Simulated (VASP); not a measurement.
Input of a VASP 6.6.1 run:

The input INCAR:

```
  PREC = Accurate
  ENCUT = 600
  EDIFF = 1E-6
  ISMEAR = 0
  SIGMA = 0.1
  LREAL = F
  LASPH = T
  NELM = 100
  ALGO = Normal
  ISIF = 3
  LWAVE = F
  LCHARG = F
  GGA = PE
  IBRION = 2
  NSW = 90
  EDIFFG = -0.04
```

File KPOINTS:

```
regular mesh
0
Gamma
  6 6 6
```

POSCAR

```
Sr
1.0
   -2.1852687948      2.1852687948      2.8541325453
    2.1852687948     -2.1852687948      2.8541325453
    2.1852687948      2.1852687948     -2.8541325453
Sr
1
Direct
    0.5000000000      0.5000000000      0.0000000000
```

Potentials or basis: VASP PAW PBE potentials, release 64 (Sr_sv).

Launch:

```sh
$ cat potpaw_PBE.64/Sr_sv/POTCAR > POTCAR
$ mpirun -np 1 vasp_std > vasp.out
```

**Question.** Predict the relaxed cell.

**Answer.** a = 4.152 Å, b = 4.152 Å, c = 4.152 Å, α = 113.24°, β = 113.24°, γ = 102.17°.

**Question.** What does it give for the space group after relaxing (to 0.05 Å)?

**Answer.** I4/mmm (No. 139).

**Question.** Predict the relaxed volume.

**Answer.** 54.44 Å³/atom.

**Question.** What does it give for the band gap on the k mesh?

**Answer.** Zero (band 5 reaches 1.67 eV, above the bottom of band 6 at 1.63 eV).

Final structure:
```
CELL_PARAMETERS angstrom
-2.28441 2.28441 2.60798
2.28441 -2.28441 2.60798
2.28441 2.28441 -2.60798
ATOMIC_POSITIONS crystal
Sr 0.50000 0.50000 0.00000
```
